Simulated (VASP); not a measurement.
# Ag (P6_3/mmc) in VASP: a series of runs, part 2 of 2

VASP 6.6.1.

**4. Single point, PBEsol (strain along c alone, the other axes held: -1.0 %)**

INCAR reads:

```
PREC = Accurate ; ENCUT = 520
EDIFF = 1E-7 ; ISMEAR = 0
SIGMA = 0.1 ; LREAL = False
LASPH = True ; NELM = 80
ALGO = Fast ; ISIF = 2
LWAVE = False ; LCHARG = False
GGA = PS ; NBANDS = 18
```

KPOINTS reads:

```
regular mesh
0
Gamma
  24 24 12
```

POSCAR reads:

```
Ag
1.0
    2.8669917939      0.0000000000      0.0000000000
   -1.4334958970      2.4828877260      0.0000000000
    0.0000000000      0.0000000000      4.6439248887
Ag
2
Direct
    0.3333333333      0.6666666667      0.2500000000
    0.6666666667      0.3333333333      0.7500000000
```

Potentials or basis: VASP PAW PBE potentials, release 64 (Ag).

Run with:

```sh
$ cat potpaw_PBE.64/Ag/POTCAR > POTCAR
$ mpirun -np 1 vasp_std > vasp.out
```

OUTCAR:

```text
PREC = Accurate
   ENCUT = 520
   EDIFF = 1E-7
   ISMEAR = 0
   LREAL = False
   LASPH = True
   NELM = 80
   ISIF = 2
   GGA = PS

 ion  position               nearest neighbor table
   1  0.333  0.667  0.250-   2 2.85   2 2.85   2 2.85   2 2.85   2 2.85   2 2.85
   2  0.667  0.333  0.750-   1 2.85   1 2.85   1 2.85   1 2.85   1 2.85   1 2.85

  LATTYP: Found a hexagonal cell.
 ALAT       =     2.8669917939
 C/A-ratio  =     1.6197900875

  Lattice vectors:

 A1 = (   2.8669917939,   0.0000000000,   0.0000000000)
 A2 = (  -1.4334958970,   2.4828877260,   0.0000000000)
 A3 = (   0.0000000000,   0.0000000000,   4.6439248887)

Analysis of symmetry for initial positions (statically):
=====================================================================
 Subroutine PRICEL returns:
 Original cell was already a primitive cell.

 Routine SETGRP: Setting up the symmetry group for a
 hexagonal supercell.

 Subroutine GETGRP returns: Found 24 space group operations
 (whereof 12 operations were pure point group operations)
 out of a pool of 24 trial point group operations.

The static configuration has the point symmetry D_3d.
 The point group associated with its full space group is D_6h.

Analysis of symmetry for dynamics (positions and initial velocities):
=====================================================================
 Subroutine PRICEL returns:
 Original cell was already a primitive cell.

 Routine SETGRP: Setting up the symmetry group for a
 hexagonal supercell.

 Subroutine GETGRP returns: Found 24 space group operations
 (whereof 12 operations were pure point group operations)
 out of a pool of 24 trial point group operations.

The dynamic configuration has the point symmetry D_3d.
 The point group associated with its full space group is D_6h.

 Subroutine INISYM returns: Found 24 space group operations
 (whereof 12 operations are pure point group operations),
 and found     1 'primitive' translations

----------------------------------------------------------------------------------------

                                     Primitive cell

  volume of cell :      33.0574

  direct lattice vectors                    reciprocal lattice vectors
     2.866991794  0.000000000  0.000000000     0.348797650  0.201378417  0.000000000
    -1.433495897  2.482887726  0.000000000     0.000000000  0.402756834  0.000000000
     0.000000000  0.000000000  4.643924889     0.000000000  0.000000000  0.215335093

  length of vectors
     2.866991794  2.866991794  4.643924889     0.402756834  0.402756834  0.215335093

  position of ions in fractional coordinates (direct lattice)
     0.333333333  0.666666667  0.250000000
     0.666666667  0.333333333  0.750000000

  ion indices of the primitive-cell ions
   primitive index   ion index
                 1           1
                 2           2

----------------------------------------------------------------------------------------

 KPOINTS: regular mesh

Automatic generation of k-mesh.
 Grid dimensions read from file:
 generate k-points for:   24   24   12

 Generating k-lattice:

  Cartesian coordinates                     Fractional coordinates (reciprocal lattice)
     0.014533235  0.008390767  0.000000000     0.041666667  0.000000000  0.000000000
     0.000000000  0.016781535  0.000000000     0.000000000  0.041666667  0.000000000
     0.000000000  0.000000000  0.017944591     0.000000000  0.000000000  0.083333333

  Length of vectors
     0.016781535  0.016781535  0.017944591

  Shift w.r.t. Gamma in fractional coordinates (k-lattice)
     0.000000000  0.000000000  0.000000000

 Subroutine IBZKPT returns following result:
 ===========================================

 Found    427 irreducible k-points:

 Following reciprocal coordinates:
            Coordinates               Weight
  0.000000  0.000000  0.000000      1.000000
  0.041667  0.000000  0.000000      6.000000
  0.083333  0.000000  0.000000      6.000000
  0.125000  0.000000  0.000000      6.000000
  0.166667  0.000000  0.000000      6.000000
  0.208333  0.000000  0.000000      6.000000
[... 16 lines left out ...]
  0.416667  0.041667  0.000000     12.000000
  0.458333  0.041667  0.000000     12.000000
 [... further k-points ...]
   k-points           NKPTS =    427   k-points in BZ     NKDIM =    427   number of bands    NBANDS=     18
   number of dos      NEDOS =    301   number of ions     NIONS =      2
   total plane-waves  NPLWV =  20736
   dimension x,y,z NGX =    24 NGY =   24 NGZ =   36
   dimension x,y,z NGXF=    48 NGYF=   48 NGZF=   72
   ions per type =               2
   NGX,Y,Z   is equivalent  to a cutoff of  13.92, 13.92, 12.89 a.u.
   NGXF,Y,Z  is equivalent  to a cutoff of  27.83, 27.83, 25.77 a.u.
 SYSTEM =  unknown system
   PREC   = accura    normal or accurate (medium, high low for compatibility)
   ISTART =      0    job   : 0-new  1-cont  2-samecut
   ICHARG =      2    charge: 1-file 2-atom 10-const
   ISPIN  =      1    spin polarized calculation?
   LNONCOLLINEAR =      F non collinear calculations
   LSORBIT =      F    spin-orbit coupling
   LASPH  =      T    aspherical Exc in radial PAW
   ENCUT  =  520.0 eV  38.22 Ry    6.18 a.u.   5.33  5.33  8.63*2*pi/ulx,y,z
   NELM   =     80;   NELMIN=  2; NELMDL= -5     # of ELM steps
   EDIFF  = 0.1E-06   stopping-criterion for ELM
   LREAL  =      F    real-space projection
   EDIFFG = 0.1E-05   stopping-criterion for IOM
   NSW    =      0    number of steps for IOM
   IBRION =     -1    ionic relax: 0-MD 1-quasi-New 2-CG
   NFREE  =      0    steps in history (QN), initial steepest desc. (CG)
   ISIF   =      2    stress and relaxation
   ISYM   =      2    0-nonsym 1-usesym 2-fastsym
   POTIM  = 0.5000    time-step for ionic-motion
   TEBEG  =    0.0;   TEEND  =   0.0 temperature during run
   PSTRESS=    0.0 pullay stress
   NELECT =      22.0000    total number of electrons
   NUPDOWN=      -1.0000    fix difference up-down
   EMIN   =  10.00;   EMAX   =-10.00  energy-range for DOS
   EFERMI =   0.00;   METHOD = LEGACY
   ISMEAR =     0;   SIGMA  =   0.10  broadening in eV -4-tet -1-fermi 0-gaus
   EFERMI_NEDOS =   21; number of points for ismear=-14 and -15
   IALGO  =     68    algorithm
   IMIX   =      4    mixing-type and parameters
     AMIX     =   0.40;   BMIX     =  1.00
     AMIX_MAG =   1.60;   BMIX_MAG =  1.00
  volume/ion in A,a.u.               =      16.53       111.54
  Fermi-wavevector in a.u.,A,eV,Ry     =   1.429309  2.701003 27.795674  2.042924
  Thomas-Fermi vector in A             =   2.549277
   LORBIT       =      0    0 simple, 1 ext, 2 COOP (PROOUT), +10 PAW based schemes
   GGA     = PS    functional components
   LHFCALC =     F    Hartree Fock is set to
   AEXX    =    0.0000 exact exchange contribution
   IVDW    =     0    specifies the selected vdW correction
   LEPSILON=     F    determine dielectric tensor
   LRPA    =     F    only Hartree local field effects (RPA)
 non-spin polarized calculation
 RMM-DIIS sequential band-by-band and
 Gauss-broadening in eV      SIGMA  =   0.10
  energy-cutoff  :      520.00
  volume of cell :       33.06
 maximum number of plane-waves:       917
 NGX is ok and might be reduce to    24
   NGX = 11   NGY = 11   NGZ = 17

 number of electron      21.9999995 magnetization

 Free energy of the ion-electron system (eV)
  ---------------------------------------------------
  ext. energy  EPLUGINS =         0.00000000
  ---------------------------------------------------
  free energy    TOTEN  =        -6.60728577 eV

  energy without entropy =       -6.60458884  energy(sigma->0) =       -6.60593730

 E-fermi :   8.6915     XC(G=0): -12.5977

 val. band max:        8.6904616655   @ k =   0.1667   0.0000   0.1667
 cond. band min:       8.6920793586   @ k =   0.3333   0.1667   0.3333
 fundamental gap:      0.0016176932
 Fermi energy:         8.6914772821

 k-point     1 :       0.0000    0.0000    0.0000
  band No.  band energies     occupation
      1       0.6068      2.00000
      2       2.0816      2.00000
      3       3.8157      2.00000
      4       3.8776      2.00000
      5       3.8776      2.00000
      6       4.1413      2.00000
[... 10 lines left out ...]
     17      27.1355      0.00000
     18      27.1355      0.00000
[... 463 lines left out ...]
 k-point    24 :       0.4583    0.0417    0.0000
  band No.  band energies     occupation
      1       2.1873      2.00000
      2       2.5302      2.00000
      3       2.5372      2.00000
      4       3.7427      2.00000
      5       4.1353      2.00000
      6       4.3497      2.00000
[... 10 lines left out ...]
     17      19.4233      0.00000
     18      24.4868      0.00000

 [... further k-points ...]

------------------------ aborting loop because EDIFF is reached ----------------------------------------

  FORCE on cell =-STRESS in cart. coord.  units (eV):
  Direction    XX          YY          ZZ          XY          YZ          ZX
  --------------------------------------------------------------------------------------
  -------------------------------------------------------------------------------------
  Total        0.0762041      0.0762041      0.4136797     -0.0000000     -0.0000000      0.0000000
  in kB        3.6933488      3.6933488     20.0496143     -0.0000000     -0.0000000      0.0000000
  external PRESSURE =       9.1454373 kB  Pullay stress =       0.0000000 kB

 VOLUME and BASIS-vectors are now :
 -----------------------------------------------------------------------------
  energy-cutoff  :      520.00
  volume of cell :       33.06
      direct lattice vectors                 reciprocal lattice vectors
     2.866991794  0.000000000  0.000000000     0.348797650  0.201378417  0.000000000
    -1.433495897  2.482887726  0.000000000     0.000000000  0.402756834  0.000000000
     0.000000000  0.000000000  4.643924889     0.000000000  0.000000000  0.215335093

 POSITION                                       TOTAL-FORCE (eV/Angst)
 -----------------------------------------------------------------------------------
     -0.00000      1.65526      1.16098         0.000000      0.000000      0.000000
      1.43350      0.82763      3.48294        -0.000000     -0.000000      0.000000
 -----------------------------------------------------------------------------------
    total drift:                                0.000000     -0.000000      0.000000

  FREE ENERGIE OF THE ION-ELECTRON SYSTEM (eV)
  ---------------------------------------------------
  free  energy   TOTEN  =        -6.6072857697 eV

  energy  without entropy=       -6.6045888380  energy(sigma->0) =       -6.60593730
```

OSZICAR:

```text
N       E                     dE             d eps       ncg     rms          rms(c)
DAV:   1     0.125513684968E+03    0.12551E+03   -0.11819E+04 15388   0.123E+03
DAV:   2    -0.522175835898E+01   -0.13074E+03   -0.12440E+03 15926   0.271E+02
DAV:   3    -0.731818897285E+01   -0.20964E+01   -0.20892E+01 17766   0.387E+01
DAV:   4    -0.732447061080E+01   -0.62816E-02   -0.62811E-02 16994   0.207E+00
DAV:   5    -0.732451936873E+01   -0.48758E-04   -0.48757E-04 16830   0.195E-01    0.851E+00
RMM:   6    -0.663709504201E+01    0.68742E+00   -0.15461E+00 15377   0.102E+01    0.500E+00
RMM:   7    -0.661536630610E+01    0.21729E-01   -0.30433E-02 16043   0.173E+00    0.282E+00
RMM:   8    -0.660733123966E+01    0.80351E-02   -0.30514E-03 16454   0.516E-01    0.290E-01
RMM:   9    -0.660728886438E+01    0.42375E-04   -0.52693E-04 16987   0.188E-01    0.899E-02
RMM:  10    -0.660728632201E+01    0.25424E-05   -0.72117E-05 17122   0.646E-02    0.534E-02
RMM:  11    -0.660728549720E+01    0.82481E-06   -0.15738E-05 17045   0.240E-02    0.205E-02
RMM:  12    -0.660728585192E+01   -0.35472E-06   -0.59271E-06 16822   0.183E-02    0.361E-03
RMM:  13    -0.660728564294E+01    0.20899E-06   -0.10731E-06 17095   0.718E-03    0.216E-03
RMM:  14    -0.660728578179E+01   -0.13886E-06   -0.22915E-07 12029   0.284E-03    0.876E-04
RMM:  15    -0.660728576972E+01    0.12076E-07   -0.59145E-08  9613   0.137E-03
   1 F= -.66072858E+01 E0= -.66059373E+01  d E =-.269693E-02
```

stdout:

```text
POSCAR found type information on POSCAR Ag
 POSCAR found :  1 types and       2 ions
 scaLAPACK will be used
 -----------------------------------------------------------------------------
|                                                                             |
|                                                                             |
|     You enforced a specific xc type in the INCAR file but a different       |
|     I HOPE YOU KNOW WHAT YOU ARE DOING!                                     |
|                                                                             |
 -----------------------------------------------------------------------------

 LDA part: xc-table for (Slater+PW92), standard interpolation
 POSCAR, INCAR and KPOINTS ok, starting setup
 FFT: planning ... GRIDC
 FFT: planning ... GRID_SOFT
 FFT: planning ... GRID
 WAVECAR not read
 entering main loop
```

It took 8.3 min on 1 thread of AMD EPYC, shared host; peak memory 0.29 GiB.

Results:

* Free energy: -6.6073 eV
* Pressure: 0.9 GPa
* Band gap on the k mesh: zero (bands 11 and 12 overlap by 7.52 eV)

Stress tensor (GPa, compression positive):
```
0.37 0.00 0.00
0.00 0.37 0.00
0.00 0.00 2.00
```

Caveat: the cell differs from its parent crystal (strain along c alone, the other axes held: -1.0 %); the PAW data sets were made with another functional, which shifts forces and pressure a little.

**5. Overview**

```csv
cell,further INCAR settings,gap on the mesh (eV),pressure (GPa)
"a = 2.867, b = 2.867, c = 4.550 Å, angles 90.0, 90.0, 120.0°, 2 atoms",ALGO = Fast; EDIFF = 1e-07; NBANDS = 18,none,3.7
"a = 2.867, b = 2.867, c = 4.597 Å, angles 90.0, 90.0, 120.0°, 2 atoms",ALGO = Fast; EDIFF = 1e-06; NBANDS = 18,none,2.2
"a = 2.867, b = 2.867, c = 4.644 Å, angles 90.0, 90.0, 120.0°, 2 atoms",ALGO = Fast; EDIFF = 1e-07; NBANDS = 18,none,0.9
```

Alike in all rows: task single point; level PBEsol; potentials or basis VASP PAW PBE potentials, release 64 (Ag); no spin polarisation; k mesh 24 × 24 × 12; cutoff (eV) 520; smearing gaussian 0.1 eV.

Caveats: the PAW data sets were made with another functional, which shifts forces and pressure a little; the cell stands under pressure (at least some runs).

Total energies depend on the potentials used, so only differences within one code and one set of settings carry meaning.

The gap in the log of VASP goes by the Fermi energy; the results here count the filled bands.